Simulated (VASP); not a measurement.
# Mg (I4/mmm) in VASP: notebook

Mg is run at these levels: LDA, PBEsol; tasks: single point.

Program: VASP 6.6.1. These are calculated values, not measurements. Logs are shortened: lines on timing, memory, paths and dates and some standing lists are left out, and cuts for length are marked.

### Step 1. The cell of the first run

Symmetry: I4/mmm, No. 139, tetragonal system. The conventional cell has a = 3.672 Å, b = 3.672 Å, c = 3.359 Å, α = 90.00°, β = 90.00°, γ = 90.00°. Within 4.1 Å of Mg (site symmetry 4/mmm) lie 14 Mg at 3.09 to 3.67 Å.

### Step 2. Single point, LDA

Contents of INCAR:

```
ALGO = Fast ; EDIFF = 1E-7
ENCUT = 520 ; ISIF = 2
ISMEAR = -1 ; LASPH = True
LCHARG = False ; LREAL = False
LWAVE = False ; NBANDS = 7
NELM = 100 ; PREC = Accurate
SIGMA = 0.05
```

Contents of KPOINTS:

```
k-points
0
Gamma
  6 6 6
```

Contents of POSCAR:

```
Mg
1.0
   -1.8359916300      1.8359916300      1.6794040200
    1.8359916300     -1.8359916300      1.6794040200
    1.8359916300      1.8359916300     -1.6794040200
Mg
1
Direct
    0.0000000000      0.0000000000      0.0000000000
```

Potentials or basis: VASP PAW LDA potentials, release 64 (Mg).

On the command line:

```sh
cat potpaw_LDA.64/Mg/POTCAR > POTCAR
mpirun -np 1 vasp_std > vasp.out
```

OUTCAR:

```text
EDIFF = 1E-7
   ENCUT = 520
   ISIF = 2
   ISMEAR = -1
   LASPH = True
   LREAL = False
   NELM = 100
   PREC = Accurate

 ion  position               nearest neighbor table
   1  0.000  0.000  0.000-

  LATTYP: Found a body centered tetragonal cell.
 ALAT       =     3.6719832600
 C/A-ratio  =     0.9147122419

  Lattice vectors:

 A1 = (  -1.8359916300,   1.8359916300,   1.6794040200)
 A2 = (   1.8359916300,  -1.8359916300,   1.6794040200)
 A3 = (   1.8359916300,   1.8359916300,  -1.6794040200)

Analysis of symmetry for initial positions (statically):
=====================================================================
 Subroutine PRICEL returns:
 Original cell was already a primitive cell.

 Routine SETGRP: Setting up the symmetry group for a
 body centered tetragonal supercell.

 Subroutine GETGRP returns: Found 16 space group operations
 (whereof 16 operations were pure point group operations)
 out of a pool of 16 trial point group operations.

The static configuration has the point symmetry D_4h.

Analysis of symmetry for dynamics (positions and initial velocities):
=====================================================================
 Subroutine PRICEL returns:
 Original cell was already a primitive cell.

 Routine SETGRP: Setting up the symmetry group for a
 body centered tetragonal supercell.

 Subroutine GETGRP returns: Found 16 space group operations
 (whereof 16 operations were pure point group operations)
 out of a pool of 16 trial point group operations.

The dynamic configuration has the point symmetry D_4h.

 Subroutine INISYM returns: Found 16 space group operations
 (whereof 16 operations are pure point group operations),
 and found     1 'primitive' translations

----------------------------------------------------------------------------------------

                                     Primitive cell

  volume of cell :      22.6442

  direct lattice vectors                    reciprocal lattice vectors
    -1.835991630  1.835991630  1.679404020     0.000000000  0.272332396  0.297724665
     1.835991630 -1.835991630  1.679404020     0.272332396  0.000000000  0.297724665
     1.835991630  1.835991630 -1.679404020     0.272332396  0.272332396  0.000000000

  length of vectors
     3.092269133  3.092269133  3.092269133     0.403490905  0.403490905  0.385136168

  position of ions in fractional coordinates (direct lattice)
     0.000000000  0.000000000  0.000000000

  ion indices of the primitive-cell ions
   primitive index   ion index
                 1           1

----------------------------------------------------------------------------------------

 KPOINTS: k-points

Automatic generation of k-mesh.
 Grid dimensions read from file:
 generate k-points for:    6    6    6

 Generating k-lattice:

  Cartesian coordinates                     Fractional coordinates (reciprocal lattice)
     0.000000000  0.045388733  0.049620778     0.166666667  0.000000000  0.000000000
     0.045388733  0.000000000  0.049620778     0.000000000  0.166666667  0.000000000
     0.045388733  0.045388733  0.000000000     0.000000000  0.000000000  0.166666667

  Length of vectors
     0.067248484  0.067248484  0.064189361

  Shift w.r.t. Gamma in fractional coordinates (k-lattice)
     0.000000000  0.000000000  0.000000000

 Subroutine IBZKPT returns following result:
 ===========================================

 Found     30 irreducible k-points:

 Following reciprocal coordinates:
            Coordinates               Weight
  0.000000  0.000000  0.000000      1.000000
  0.166667 -0.000000  0.000000      8.000000
  0.333333  0.000000  0.000000      8.000000
  0.500000 -0.000000  0.000000      4.000000
  0.166667  0.166667  0.000000      8.000000
  0.333333  0.166667 -0.000000     16.000000
[... 16 lines left out ...]
 -0.333333 -0.333333  0.166667      8.000000
 -0.166667 -0.333333  0.166667      8.000000
 [... further k-points ...]
   k-points           NKPTS =     30   k-points in BZ     NKDIM =     30   number of bands    NBANDS=      7
   number of dos      NEDOS =    301   number of ions     NIONS =      1
   total plane-waves  NPLWV =  13824
   dimension x,y,z NGX =    24 NGY =   24 NGZ =   24
   dimension x,y,z NGXF=    48 NGYF=   48 NGZF=   48
   ions per type =               1
   NGX,Y,Z   is equivalent  to a cutoff of  12.90, 12.90, 12.90 a.u.
   NGXF,Y,Z  is equivalent  to a cutoff of  25.81, 25.81, 25.81 a.u.
 SYSTEM =  unknown system
   PREC   = accura    normal or accurate (medium, high low for compatibility)
   ISTART =      0    job   : 0-new  1-cont  2-samecut
   ICHARG =      2    charge: 1-file 2-atom 10-const
   ISPIN  =      1    spin polarized calculation?
   LNONCOLLINEAR =      F non collinear calculations
   LSORBIT =      F    spin-orbit coupling
   LASPH  =      T    aspherical Exc in radial PAW
   ENCUT  =  520.0 eV  38.22 Ry    6.18 a.u.   5.75  5.75  5.75*2*pi/ulx,y,z
   NELM   =    100;   NELMIN=  2; NELMDL= -5     # of ELM steps
   EDIFF  = 0.1E-06   stopping-criterion for ELM
   LREAL  =      F    real-space projection
   EDIFFG = 0.1E-05   stopping-criterion for IOM
   NSW    =      0    number of steps for IOM
   IBRION =     -1    ionic relax: 0-MD 1-quasi-New 2-CG
   NFREE  =      0    steps in history (QN), initial steepest desc. (CG)
   ISIF   =      2    stress and relaxation
   ISYM   =      2    0-nonsym 1-usesym 2-fastsym
   POTIM  = 0.5000    time-step for ionic-motion
   TEBEG  =    0.0;   TEEND  =   0.0 temperature during run
   PSTRESS=    0.0 pullay stress
   NELECT =       2.0000    total number of electrons
   NUPDOWN=      -1.0000    fix difference up-down
   EMIN   =  10.00;   EMAX   =-10.00  energy-range for DOS
   EFERMI =   0.00;   METHOD = LEGACY
   ISMEAR =    -1;   SIGMA  =   0.05  broadening in eV -4-tet -1-fermi 0-gaus
   EFERMI_NEDOS =   21; number of points for ismear=-14 and -15
   IALGO  =     68    algorithm
   IMIX   =      4    mixing-type and parameters
     AMIX     =   0.40;   BMIX     =  1.00
     AMIX_MAG =   1.60;   BMIX_MAG =  1.00
  volume/ion in A,a.u.               =      22.64       152.81
  Fermi-wavevector in a.u.,A,eV,Ry     =   0.729065  1.377732  7.231974  0.531535
  Thomas-Fermi vector in A             =   1.820694
   LORBIT       =      0    0 simple, 1 ext, 2 COOP (PROOUT), +10 PAW based schemes
   GGA     = CA    functional components
   LHFCALC =     F    Hartree Fock is set to
   AEXX    =    0.0000 exact exchange contribution
   IVDW    =     0    specifies the selected vdW correction
   LEPSILON=     F    determine dielectric tensor
   LRPA    =     F    only Hartree local field effects (RPA)
 non-spin polarized calculation
 RMM-DIIS sequential band-by-band and
  energy-cutoff  :      520.00
  volume of cell :       22.64
 maximum number of plane-waves:       624
   NGX = 11   NGY = 11   NGZ = 11

 number of electron       2.0000000 magnetization

 Free energy of the ion-electron system (eV)
  ---------------------------------------------------
  ext. energy  EPLUGINS =         0.00000000
  ---------------------------------------------------
  free energy    TOTEN  =        -1.76157128 eV

  energy without entropy =       -1.75638464  energy(sigma->0) =       -1.75897796

 E-fermi :   2.6934     XC(G=0):  -8.7262

 val. band max:        2.6540165946   @ k =  -0.1667   0.5000   0.1667
 cond. band min:       2.7561290434   @ k =   0.3333   0.3333   0.0000
 fundamental gap:      0.1021124488
 Fermi energy:         2.6933863237

 k-point     1 :       0.0000    0.0000    0.0000
  band No.  band energies     occupation
      1      -4.4349      2.00000
      2      14.4479      0.00000
      3      16.2761      0.00000
      4      16.2761      0.00000
      5      16.6871      0.00000
      6      16.7485      0.00000
      7      16.7485      0.00000

 k-point     2 :       0.1667   -0.0000    0.0000
  band No.  band energies     occupation
      1      -3.7555      2.00000
      2      11.4705      0.00000
      3      12.7326      0.00000
      4      14.0439      0.00000
      5      14.3579      0.00000
      6      16.2487      0.00000
      7      18.5234      0.00000

 k-point     3 :       0.3333    0.0000    0.0000
  band No.  band energies     occupation
      1      -1.7466      2.00000
      2       6.0004      0.00000
      3      11.2551      0.00000
      4      12.0871      0.00000
      5      12.7986      0.00000
      6      14.5019      0.00000
      7      19.8686      0.00000

 k-point     4 :       0.5000   -0.0000    0.0000
  band No.  band energies     occupation
      1       1.2321      2.00000
      2       1.8546      2.00000
      3      10.7595      0.00000
      4      11.4150      0.00000
      5      12.2838      0.00000
      6      13.8357      0.00000
      7      21.4871      0.00000

 k-point     5 :       0.1667    0.1667    0.0000
  band No.  band energies     occupation
      1      -2.3521      2.00000
      2       8.5486      0.00000
      3       9.0379      0.00000
      4      11.6477      0.00000
      5      15.5435      0.00000
      6      15.9010      0.00000
      7      18.4954      0.00000
[... 161 lines left out ...]
 k-point    22 :      -0.1667    0.5000    0.1667
  band No.  band energies     occupation
      1       1.7077      2.00000
      2       2.6540      1.37454
      3       8.0918      0.00000
      4       9.7529      0.00000
      5      15.3142      0.00000
      6      15.4204      0.00000
      7      17.5105      0.00000

 k-point    23 :      -0.3333   -0.3333    0.1667
  band No.  band energies     occupation
      1       1.8726      2.00000
      2       4.4650      0.00000
      3       5.1379      0.00000
      4      11.4074      0.00000
      5      12.2825      0.00000
      6      15.6500      0.00000
      7      18.4064      0.00000

 k-point    24 :      -0.1667   -0.3333    0.1667
  band No.  band energies     occupation
      1      -0.8538      2.00000
      2       6.1585      0.00000
      3       8.8977      0.00000
      4      10.5577      0.00000
      5      13.3051      0.00000
      6      15.4333      0.00000
      7      17.7435      0.00000

 [... further k-points ...]

------------------------ aborting loop because EDIFF is reached ----------------------------------------

  FORCE on cell =-STRESS in cart. coord.  units (eV):
  Direction    XX          YY          ZZ          XY          YZ          ZX
  --------------------------------------------------------------------------------------
  -------------------------------------------------------------------------------------
  Total       -0.4629078     -0.4629078      0.1568230      0.0000000      0.0000000      0.0000000
  in kB      -32.7528033    -32.7528033     11.0959289      0.0000000      0.0000000      0.0000000
  external PRESSURE =     -18.1365592 kB  Pullay stress =       0.0000000 kB

 VOLUME and BASIS-vectors are now :
 -----------------------------------------------------------------------------
  energy-cutoff  :      520.00
  volume of cell :       22.64
      direct lattice vectors                 reciprocal lattice vectors
    -1.835991630  1.835991630  1.679404020     0.000000000  0.272332396  0.297724665
     1.835991630 -1.835991630  1.679404020     0.272332396  0.000000000  0.297724665
     1.835991630  1.835991630 -1.679404020     0.272332396  0.272332396  0.000000000

 POSITION                                       TOTAL-FORCE (eV/Angst)
 -----------------------------------------------------------------------------------
      0.00000      0.00000      0.00000        -0.000000     -0.000000      0.000000
 -----------------------------------------------------------------------------------
    total drift:                                0.000000      0.000000      0.000000

  FREE ENERGIE OF THE ION-ELECTRON SYSTEM (eV)
  ---------------------------------------------------
  free  energy   TOTEN  =        -1.7615712816 eV

  energy  without entropy=       -1.7563846388  energy(sigma->0) =       -1.75897796
```

Run time: 7.4 s. Hardware: 1 thread of Intel Xeon 8259CL, shared host; peak memory 0.12 GiB.

Results:

| Quantity | Value |
| --- | --- |
| Free energy | -1.7616 eV |
| Pressure | -1.8 GPa |
| Band gap on the k mesh | zero (band 1 reaches 5.74 eV, above the bottom of band 2 at 1.19 eV) |

Caveat: the k points lie up to 0.42 Å⁻¹ apart.

### Step 3. Single point, PBEsol

Contents of INCAR:

```
PREC = Accurate
ENCUT = 520
EDIFF = 1E-6
ISMEAR = -1
SIGMA = 0.05
LREAL = False
LASPH = True
NELM = 100
ALGO = Normal
ISIF = 2
LWAVE = False
LCHARG = False
GGA = PS
NBANDS = 7
```

Contents of KPOINTS:

```
Automatic mesh
0
Gamma
  6 6 6
```

POSCAR is that of step 2.

Potentials or basis: VASP PAW PBE potentials, release 64 (Mg).

On the command line:

```sh
cat potpaw_PBE.64/Mg/POTCAR > POTCAR
mpirun -np 1 vasp_std > vasp.out
```

Run time: 7.6 s. Hardware: 1 thread of Intel Xeon 8259CL, shared host; peak memory 0.13 GiB.

The run converged. Its results:

```yaml
Free_energy: -1.6827 eV
Pressure: -0.1 GPa
Band_gap_on_the_k_mesh: zero (band 1 reaches 5.90 eV, above the bottom of band 2 at 1.36 eV)
```

Stress tensor (GPa, compression positive):
```
-1.49  0.00  0.00
 0.00 -1.49  0.00
 0.00  0.00  2.57
```

Levels at points of the mesh, in eV from the Fermi level:
| k point | band 1 | band 2 | band 3 | band 4 | band 5 |
| --- | --- | --- | --- | --- | --- |
| (0.00, 0.00, 0.00) | -7.14 | 11.81 | 13.66 | 13.66 | 14.00 |
| (0.50, 0.00, 0.00) | -1.49 | -0.81 | 8.05 | 8.85 | 9.62 |
| (0.50, 0.50, 0.00) | -1.90 | -1.46 | 9.67 | 10.39 | 11.37 |
| (0.50, 0.50, 0.50) | 3.08 | 3.08 | 3.45 | 4.02 | 5.24 |

Caveat: the k points lie up to 0.42 Å⁻¹ apart; the PAW data sets were made with another functional, which shifts forces and pressure a little.
